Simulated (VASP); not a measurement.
# Cu (P6_3/mmc) in VASP: single point with r2SCAN

Aim: the single point of Cu with r2SCAN.

All numbers are computed with VASP 6.6.1; they aren't measurements. Logs are shortened: lines on timing, memory, paths and dates and some standing lists are left out, and cuts for length are marked.

**1. The cell of the first run**

The structure is hexagonal, space group P6_3/mmc (No. 194). The conventional cell has a = 2.531 Å, b = 2.531 Å, c = 4.130 Å, α = 90.00°, β = 90.00°, γ = 120.00°. Cu (site symmetry -6m2) has 12 Cu at 2.53 Å within 3.3 Å.

This isn't the form of Cu at room conditions, which is fcc.

**2. Single point, r2SCAN**

The input, POSCAR:

```
Cu
1.0
    2.5305027156      0.0000000000      0.0000000000
   -1.2652513578      2.1914796360      0.0000000000
    0.0000000000      0.0000000000      4.1298555604
Cu
2
Direct
    0.3333333333      0.6666666667      0.2500000000
    0.6666666667      0.3333333333      0.7500000000
```

The input, INCAR.step1:

```
SYSTEM = Cu
PREC     = Accurate       ! precision mode
ENCUT    = 520            ! plane-wave cutoff, eV
ISMEAR   = 0              ! smearing method
SIGMA    = 0.1            ! smearing width, eV
LREAL    = .FALSE.        ! projectors in reciprocal space
LASPH    = .TRUE.         ! aspherical terms in the spheres
NELM     = 100            ! most SCF steps
NBANDS   = 18             ! bands
GGA      = PE             ! functional
ALGO     = Normal         ! electronic algorithm
EDIFF    = 1E-4           ! SCF threshold, eV
LWAVE    = .TRUE.         ! write WAVECAR
LCHARG   = .FALSE.        ! write CHGCAR
```

The input, INCAR.step2:

```
SYSTEM = Cu
PREC     = Accurate       ! precision mode
ENCUT    = 520            ! plane-wave cutoff, eV
EDIFF    = 1E-6           ! SCF threshold, eV
ISMEAR   = 0              ! smearing method
SIGMA    = 0.1            ! smearing width, eV
LREAL    = .FALSE.        ! projectors in reciprocal space
LASPH    = .TRUE.         ! aspherical terms in the spheres
NELM     = 100            ! most SCF steps
ALGO     = Normal         ! electronic algorithm
ISIF     = 2              ! what is computed and relaxed
LWAVE    = .FALSE.        ! write WAVECAR
LCHARG   = .FALSE.        ! write CHGCAR
METAGGA  = R2SCAN         ! meta-GGA
LMIXTAU  = .TRUE.       
NBANDS   = 18             ! bands
ISTART   = 1
```

The input, KPOINTS:

```
Automatic mesh
0
G
  18 18 10
  0 0 0
```

Potentials or basis: VASP PAW PBE potentials, release 64 (Cu).

Run with:

```
$ cat potpaw_PBE.64/Cu/POTCAR > POTCAR
$ cp INCAR.step1 INCAR
$ mpirun -np 1 vasp_std > vasp.out
$ cp INCAR.step2 INCAR
$ mpirun -np 1 vasp_std > vasp.out
```

OUTCAR:

```text
SYSTEM = Cu
   PREC = Accurate
   ENCUT = 520
   EDIFF = 1E-6
   ISMEAR = 0
   LREAL = .FALSE.
   LASPH = .TRUE.
   NELM = 100
   ISIF = 2
   METAGGA = R2SCAN
   ISTART = 1

 ion  position               nearest neighbor table
   1  0.333  0.667  0.250-   2 2.53   2 2.53   2 2.53   2 2.53   2 2.53   2 2.53
   2  0.667  0.333  0.750-   1 2.53   1 2.53   1 2.53   1 2.53   1 2.53   1 2.53

  LATTYP: Found a hexagonal cell.
 ALAT       =     2.5305027156
 C/A-ratio  =     1.6320296892

  Lattice vectors:

 A1 = (   2.5305027156,   0.0000000000,   0.0000000000)
 A2 = (  -1.2652513578,   2.1914796360,   0.0000000000)
 A3 = (   0.0000000000,   0.0000000000,   4.1298555604)

Analysis of symmetry for initial positions (statically):
=====================================================================
 Subroutine PRICEL returns:
 Original cell was already a primitive cell.

 Routine SETGRP: Setting up the symmetry group for a
 hexagonal supercell.

 Subroutine GETGRP returns: Found 24 space group operations
 (whereof 12 operations were pure point group operations)
 out of a pool of 24 trial point group operations.

The static configuration has the point symmetry D_3d.
 The point group associated with its full space group is D_6h.

Analysis of symmetry for dynamics (positions and initial velocities):
=====================================================================
 Subroutine PRICEL returns:
 Original cell was already a primitive cell.

 Routine SETGRP: Setting up the symmetry group for a
 hexagonal supercell.

 Subroutine GETGRP returns: Found 24 space group operations
 (whereof 12 operations were pure point group operations)
 out of a pool of 24 trial point group operations.

The dynamic configuration has the point symmetry D_3d.
 The point group associated with its full space group is D_6h.

 Subroutine INISYM returns: Found 24 space group operations
 (whereof 12 operations are pure point group operations),
 and found     1 'primitive' translations

----------------------------------------------------------------------------------------

                                     Primitive cell

  volume of cell :      22.9023

  direct lattice vectors                    reciprocal lattice vectors
     2.530502716  0.000000000  0.000000000     0.395178394  0.228156352  0.000000000
    -1.265251358  2.191479636  0.000000000     0.000000000  0.456312705  0.000000000
     0.000000000  0.000000000  4.129855560     0.000000000  0.000000000  0.242139219

  length of vectors
[... 81 lines left out ...]
   NELM   =    100;   NELMIN=  2; NELMDL=  0     # of ELM steps
   EDIFF  = 0.1E-05   stopping-criterion for ELM
   LREAL  =      F    real-space projection
   EDIFFG = 0.1E-04   stopping-criterion for IOM
   NSW    =      0    number of steps for IOM
   IBRION =     -1    ionic relax: 0-MD 1-quasi-New 2-CG
   NFREE  =      0    steps in history (QN), initial steepest desc. (CG)
   ISIF   =      2    stress and relaxation
   ISYM   =      2    0-nonsym 1-usesym 2-fastsym
   POTIM  = 0.5000    time-step for ionic-motion
   TEBEG  =    0.0;   TEEND  =   0.0 temperature during run
   PSTRESS=    0.0 pullay stress
   NELECT =      22.0000    total number of electrons
   NUPDOWN=      -1.0000    fix difference up-down
   EMIN   =  10.00;   EMAX   =-10.00  energy-range for DOS
   EFERMI =   0.00;   METHOD = LEGACY
   ISMEAR =     0;   SIGMA  =   0.10  broadening in eV -4-tet -1-fermi 0-gaus
   EFERMI_NEDOS =   21; number of points for ismear=-14 and -15
   IALGO  =     38    algorithm
   IMIX   =      4    mixing-type and parameters
     AMIX     =   0.40;   BMIX     =  1.00
     AMIX_MAG =   1.60;   BMIX_MAG =  1.00
  volume/ion in A,a.u.               =      11.45        77.28
  Fermi-wavevector in a.u.,A,eV,Ry     =   1.615311  3.052494 35.500703  2.609228
  Thomas-Fermi vector in A             =   2.710079
   LORBIT       =      0    0 simple, 1 ext, 2 COOP (PROOUT), +10 PAW based schemes
   METAGGA = R2SCAN    functional components
   LHFCALC =     F    Hartree Fock is set to
   AEXX    =    0.0000 exact exchange contribution
   IVDW    =     0    specifies the selected vdW correction
   LEPSILON=     F    determine dielectric tensor
   LRPA    =     F    only Hartree local field effects (RPA)
 non-spin polarized calculation
 Gauss-broadening in eV      SIGMA  =   0.10
  energy-cutoff  :      520.00
  volume of cell :       22.90
 maximum number of plane-waves:       632
 NGX is ok and might be reduce to    20
   NGX =  9   NGY =  9   NGZ = 15

 number of electron      21.9999982 magnetization

 Free energy of the ion-electron system (eV)
  ---------------------------------------------------
  ext. energy  EPLUGINS =         0.00000000
  ---------------------------------------------------
  free energy    TOTEN  =       -21.63193403 eV

  energy without entropy =      -21.62758040  energy(sigma->0) =      -21.62975722

 E-fermi :   7.7233     XC(G=0): -13.9526

 val. band max:        7.7192801705   @ k =   0.5000   0.0000   0.1000
 cond. band min:       7.7556091714   @ k =   0.3333   0.1667   0.3000
 fundamental gap:      0.0363290009
 Fermi energy:         7.7233445834

 k-point     1 :       0.0000    0.0000    0.0000
  band No.  band energies     occupation
      1      -2.1311      2.00000
      2       2.3667      2.00000
      3       4.5473      2.00000
      4       4.6046      2.00000
      5       4.6048      2.00000
      6       4.8269      2.00000
[... 481 lines left out ...]
      5       4.4523      2.00000
      6       4.6224      2.00000
[... 10 lines left out ...]
     17      20.9124      0.00000
     18      27.5895      0.00000

 [... further k-points ...]

------------------------ aborting loop because EDIFF is reached ----------------------------------------

  FORCE on cell =-STRESS in cart. coord.  units (eV):
  Direction    XX          YY          ZZ          XY          YZ          ZX
  --------------------------------------------------------------------------------------
  -------------------------------------------------------------------------------------
  Total        0.1194247      0.1194247      0.1186443      0.0000000     -0.0000000      0.0000000
  in kB        8.3545992      8.3545992      8.3000055      0.0000000     -0.0000000      0.0000000
  external PRESSURE =       8.3364013 kB  Pullay stress =       0.0000000 kB

 VOLUME and BASIS-vectors are now :
 -----------------------------------------------------------------------------
  energy-cutoff  :      520.00
  volume of cell :       22.90
      direct lattice vectors                 reciprocal lattice vectors
     2.530502716  0.000000000  0.000000000     0.395178394  0.228156352  0.000000000
    -1.265251358  2.191479636  0.000000000     0.000000000  0.456312705  0.000000000
     0.000000000  0.000000000  4.129855560     0.000000000  0.000000000  0.242139219

 POSITION                                       TOTAL-FORCE (eV/Angst)
 -----------------------------------------------------------------------------------
     -0.00000      1.46099      1.03246        -0.000000      0.000000      0.000000
      1.26525      0.73049      3.09739         0.000000     -0.000000      0.000000
 -----------------------------------------------------------------------------------
    total drift:                                0.000000     -0.000000      0.000000

  FREE ENERGIE OF THE ION-ELECTRON SYSTEM (eV)
  ---------------------------------------------------
  free  energy   TOTEN  =       -21.6319340261 eV

  energy  without entropy=      -21.6275804042  energy(sigma->0) =      -21.62975722
```

Run time: 4.1 min. Hardware: 1 thread of Intel Xeon Platinum 8259CL at 2.50GHz (Skylake/Cascade Lake), shared host; peak memory 0.19 GiB.

What came out:

- Free energy: -21.6319 eV
- Pressure: 0.8 GPa
- Band gap on the k mesh: zero (bands 11 and 12 overlap by 6.39 eV)

Levels at points of the mesh, in eV from the Fermi level:
```tsv
k point	band 9	band 10	band 11	band 12	band 13	band 14
(0.00, 0.00, 0.00)	-2.60	-1.81	-1.81	-1.07	4.20	22.46
(0.50, 0.00, 0.00)	-1.66	-1.60	0.04	1.76	8.32	8.84
(0.00, 0.00, 0.50)	-2.05	-2.05	-2.05	-2.05	13.33	13.33
(0.50, 0.00, 0.50)	-1.64	-1.64	0.54	0.54	5.32	5.32
```

Caveat: the PAW data sets were made with another functional, which shifts forces and pressure a little.
